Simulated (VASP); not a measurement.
# B2Se (P4/mmm) in VASP: single point with PBE

Aim: the single point of B2Se with PBE.

Program: VASP 6.6.1. These are calculated values, not measurements. Logs are shortened: lines on timing, memory, paths and dates and some standing lists are left out, and cuts for length are marked.

## Step 1: The cell of the first run

The structure is tetragonal, space group P4/mmm (No. 123). Conventional cell: a = 2.758 Å, b = 2.758 Å, c = 5.856 Å, α = 90.00°, β = 90.00°, γ = 90.00°. Within 2.3 Å of B (site symmetry 4mm) lie 1 Se at 1.71 Å. Se (site symmetry 4/mmm) has 2 B at 1.71 Å within 2.3 Å.

## Step 2: Single point, PBE

INCAR reads:

```
SYSTEM = B2Se
ALGO = Normal
EDIFF = 1E-6
ENCUT = 520
GGA = PE
ISIF = 2
ISMEAR = 0
LASPH = .TRUE.
LCHARG = .TRUE.
LELF = .TRUE.
LREAL = .FALSE.
LVHAR = .TRUE.
LWAVE = .FALSE.
NBANDS = 13
NELM = 100
PREC = Accurate
SIGMA = 0.1
```

KPOINTS reads:

```
k-points
0
G
  6 6 4
  0 0 0
```

POSCAR reads:

```
B2Se
1.0
    2.7575942300      0.0000000000      0.0000000000
    0.0000000000      2.7575942300      0.0000000000
    0.0000000000      0.0000000000      5.8559654800
B Se
2 1
Direct
    0.0000000000      0.0000000000      0.7914335100
    0.0000000000      0.0000000000      0.2085664900
    0.0000000000      0.0000000000      0.5000000000
```

Potentials or basis: VASP PAW PBE potentials, release 64 (B, Se).

Started as:

```
$ cat potpaw_PBE.64/B/POTCAR potpaw_PBE.64/Se/POTCAR > POTCAR
$ mpirun -np 1 vasp_std > vasp.out
```

OUTCAR:

```text
SYSTEM = B2Se
   EDIFF = 1E-6
   ENCUT = 520
   GGA = PE
   ISIF = 2
   ISMEAR = 0
   LASPH = .TRUE.
   LREAL = .FALSE.
   NELM = 100
   PREC = Accurate

 ion  position               nearest neighbor table
   1  0.000  0.000  0.791-   3 1.71
   2  0.000  0.000  0.209-   3 1.71
   3  0.000  0.000  0.500-   1 1.71   2 1.71

  LATTYP: Found a simple tetragonal cell.
 ALAT       =     2.7575942300
 C/A-ratio  =     2.1235776520

  Lattice vectors:

 A1 = (   2.7575942300,   0.0000000000,   0.0000000000)
 A2 = (   0.0000000000,   2.7575942300,   0.0000000000)
 A3 = (   0.0000000000,   0.0000000000,   5.8559654800)

Analysis of symmetry for initial positions (statically):
=====================================================================
 Subroutine PRICEL returns:
 Original cell was already a primitive cell.

 Routine SETGRP: Setting up the symmetry group for a
 simple tetragonal supercell.

 Subroutine GETGRP returns: Found 16 space group operations
 (whereof 16 operations were pure point group operations)
 out of a pool of 16 trial point group operations.

The static configuration has the point symmetry D_4h.

Analysis of symmetry for dynamics (positions and initial velocities):
=====================================================================
 Subroutine PRICEL returns:
 Original cell was already a primitive cell.

 Routine SETGRP: Setting up the symmetry group for a
 simple tetragonal supercell.

 Subroutine GETGRP returns: Found 16 space group operations
 (whereof 16 operations were pure point group operations)
 out of a pool of 16 trial point group operations.

The dynamic configuration has the point symmetry D_4h.

 Subroutine INISYM returns: Found 16 space group operations
 (whereof 16 operations are pure point group operations),
 and found     1 'primitive' translations

----------------------------------------------------------------------------------------

                                     Primitive cell

  volume of cell :      44.5307

  direct lattice vectors                    reciprocal lattice vectors
     2.757594230  0.000000000  0.000000000     0.362634933  0.000000000  0.000000000
     0.000000000  2.757594230  0.000000000     0.000000000  0.362634933  0.000000000
     0.000000000  0.000000000  5.855965480     0.000000000  0.000000000  0.170766034

  length of vectors
     2.757594230  2.757594230  5.855965480     0.362634933  0.362634933  0.170766034

[... 88 lines left out ...]
   ISIF   =      2    stress and relaxation
   ISYM   =      2    0-nonsym 1-usesym 2-fastsym
   POTIM  = 0.5000    time-step for ionic-motion
   TEBEG  =    0.0;   TEEND  =   0.0 temperature during run
   PSTRESS=    0.0 pullay stress
   NELECT =      12.0000    total number of electrons
   NUPDOWN=      -1.0000    fix difference up-down
   EMIN   =  10.00;   EMAX   =-10.00  energy-range for DOS
   EFERMI =   0.00;   METHOD = LEGACY
   ISMEAR =     0;   SIGMA  =   0.10  broadening in eV -4-tet -1-fermi 0-gaus
   EFERMI_NEDOS =   21; number of points for ismear=-14 and -15
   IALGO  =     38    algorithm
   IMIX   =      4    mixing-type and parameters
     AMIX     =   0.40;   BMIX     =  1.00
     AMIX_MAG =   1.60;   BMIX_MAG =  1.00
  volume/ion in A,a.u.               =      14.84       100.17
  Fermi-wavevector in a.u.,A,eV,Ry     =   1.057423  1.998240 15.213270  1.118144
  Thomas-Fermi vector in A             =   2.192695
   LORBIT       =      0    0 simple, 1 ext, 2 COOP (PROOUT), +10 PAW based schemes
   GGA     = PE    functional components
   LHFCALC =     F    Hartree Fock is set to
   AEXX    =    0.0000 exact exchange contribution
   IVDW    =     0    specifies the selected vdW correction
   LEPSILON=     F    determine dielectric tensor
   LRPA    =     F    only Hartree local field effects (RPA)
 non-spin polarized calculation
 Gauss-broadening in eV      SIGMA  =   0.10
  energy-cutoff  :      520.00
  volume of cell :       44.53
 maximum number of plane-waves:      1216
 NGX is ok and might be reduce to    24
   NGX = 11   NGY = 11   NGZ = 21

 number of electron      12.0000001 magnetization

 Free energy of the ion-electron system (eV)
  ---------------------------------------------------
  ext. energy  EPLUGINS =         0.00000000
  ---------------------------------------------------
  free energy    TOTEN  =        -8.45507291 eV

  energy without entropy =       -8.44400581  energy(sigma->0) =       -8.44953936

 E-fermi :   3.9110     XC(G=0):  -9.9256

 val. band max:        3.8867931935   @ k =   0.5000   0.1667   0.5000
 cond. band min:       3.9173543094   @ k =   0.3333   0.0000   0.2500
 fundamental gap:      0.0305611159
 Fermi energy:         3.9109726415

 k-point     1 :       0.0000    0.0000    0.0000
  band No.  band energies     occupation
      1     -14.2345      2.00000
      2      -7.3063      2.00000
      3      -2.8188      2.00000
      4       3.6073      1.99998
      5       3.6073      1.99998
      6       4.2132      0.00002
      7       5.9522      0.00000
      8       8.2505      0.00000
      9       8.2505      0.00000
     10      10.7740      0.00000
     11      10.7740      0.00000
     12      11.1829      0.00000
     13      11.7917      0.00000
[... 354 lines left out ...]
  band No.  band energies     occupation
      1     -12.2232      2.00000
      2      -5.8021      2.00000
      3      -4.4798      2.00000
      4       0.5249      2.00000
      5       0.9375      2.00000
      6       3.5277      2.00000
      7       4.9797      0.00000
      8       5.3965      0.00000
      9       8.5942      0.00000
     10      10.1476      0.00000
     11      11.0681      0.00000
     12      12.6235      0.00000
     13      16.2186      0.00000

 [... further k-points ...]
[... 5 lines left out ...]
  --------------------------------------------------------------------------------------
  -------------------------------------------------------------------------------------
  Total        0.7919660      0.7919660     16.1332532      0.0000000      0.0000000      0.0000000
  in kB       28.4942930     28.4942930    580.4613411      0.0000000      0.0000000      0.0000000
  external PRESSURE =     212.4833090 kB  Pullay stress =       0.0000000 kB

 VOLUME and BASIS-vectors are now :
 -----------------------------------------------------------------------------
  energy-cutoff  :      520.00
  volume of cell :       44.53
      direct lattice vectors                 reciprocal lattice vectors
     2.757594230  0.000000000  0.000000000     0.362634933  0.000000000  0.000000000
     0.000000000  2.757594230  0.000000000     0.000000000  0.362634933  0.000000000
     0.000000000  0.000000000  5.855965480     0.000000000  0.000000000  0.170766034

 POSITION                                       TOTAL-FORCE (eV/Angst)
 -----------------------------------------------------------------------------------
      0.00000      0.00000      4.63461         0.000000     -0.000000      7.655647
      0.00000      0.00000      1.22136         0.000000     -0.000000     -7.655647
      0.00000      0.00000      2.92798         0.000000      0.000000      0.000000
 -----------------------------------------------------------------------------------
    total drift:                               -0.000000      0.000000     -0.000000

  FREE ENERGIE OF THE ION-ELECTRON SYSTEM (eV)
  ---------------------------------------------------
  free  energy   TOTEN  =        -8.4550729130 eV

  energy  without entropy=       -8.4440058060  energy(sigma->0) =       -8.44953936
```

It took 11 s on 1 thread of Intel Xeon 6975P-C, shared host; peak memory 0.17 GiB.

What came out:

```
Free energy            : -8.4551 eV
Pressure               : 21.2 GPa
Largest force          : 7.656 eV/Å
Band gap on the k mesh : zero (band 6 reaches 4.52 eV, above the bottom of band 7 at 2.77 eV)
```

Forces in eV/Å, atoms in the order of the input:
```
B    0.000  0.000  7.656
B    0.000  0.000 -7.656
Se   0.000  0.000  0.000
```

Caveat: the k points lie up to 0.38 Å⁻¹ apart; forces of over 1 eV/Å act on the atoms, so gaps and moduli don't describe the material at rest.
